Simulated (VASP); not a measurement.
A run of VASP 6.6.1 is set up as follows.

File POSCAR:

```
BaTiO3
1.0
    2.7583354420      1.5925257099      2.2521880181
   -2.7583354420      1.5925257099      2.2521880181
    0.0000000000     -3.1850514199      2.2521880180
Ba Ti O
1 1 3
Direct
   -0.0057276775     -0.0057276775     -0.0057276775
    0.4943979696      0.4943979696      0.4943979696
    0.4941569943      0.9941167192      0.4941569943
    0.4941569943      0.4941569943      0.9941167192
    0.9941167192      0.4941569943      0.4941569943
```

The input INCAR.step1:

```
PREC     = Accurate       # precision mode
ENCUT    = 520            # plane-wave cutoff, eV
ISMEAR   = 0              # smearing method
SIGMA    = 0.02           # smearing width, eV
LREAL    = F              # projectors in reciprocal space
LASPH    = T              # aspherical terms in the spheres
NELM     = 60             # most SCF steps
NBANDS   = 28             # bands
GGA      = PE             # functional
ALGO     = Normal         # electronic algorithm
EDIFF    = 1E-4           # SCF threshold, eV
LWAVE    = T              # write WAVECAR
LCHARG   = F              # write CHGCAR
```

The input INCAR.step2:

```
PREC     = Accurate       # precision mode
ENCUT    = 520            # plane-wave cutoff, eV
EDIFF    = 1E-6           # SCF threshold, eV
ISMEAR   = 0              # smearing method
SIGMA    = 0.02           # smearing width, eV
LREAL    = F              # projectors in reciprocal space
LASPH    = T              # aspherical terms in the spheres
NELM     = 60             # most SCF steps
ALGO     = Normal         # electronic algorithm
ISIF     = 2              # what is computed and relaxed
LWAVE    = F              # write WAVECAR
LCHARG   = F              # write CHGCAR
METAGGA  = R2SCAN         # meta-GGA
LMIXTAU  = T            
NBANDS   = 28             # bands
ISTART   = 1
```

KPOINTS

```
Automatic mesh
0
Gamma
  6 6 6
```

Potentials or basis: VASP PAW PBE potentials, release 64 (Ba_sv, Ti_sv, O).

Command:

```bash
$ cat potpaw_PBE.64/Ba_sv/POTCAR potpaw_PBE.64/Ti_sv/POTCAR potpaw_PBE.64/O/POTCAR > POTCAR
$ cp INCAR.step1 INCAR
$ mpirun -np 1 vasp_std > vasp.out
$ cp INCAR.step2 INCAR
$ mpirun -np 1 vasp_std > vasp.out
```

Estimate the largest force.

0.006 eV/Å.

Predict the band gap on the k mesh.

2.31 eV (least direct gap 2.39 eV).

What does it give for the pressure?

17.6 GPa.

Forces in eV/Å, atoms in the order of the input:
```
Ba   0.000  0.000 -0.006
Ti   0.000  0.000  0.005
O   -0.005  0.003  0.000
O    0.000 -0.005  0.000
O    0.005  0.003  0.000
```

Caveat: the cell stands under pressure; the PAW data sets were made with another functional, which shifts forces and pressure a little; spin-orbit coupling is left out, which moves the levels of the heavy elements. A k mesh can miss the band edges.
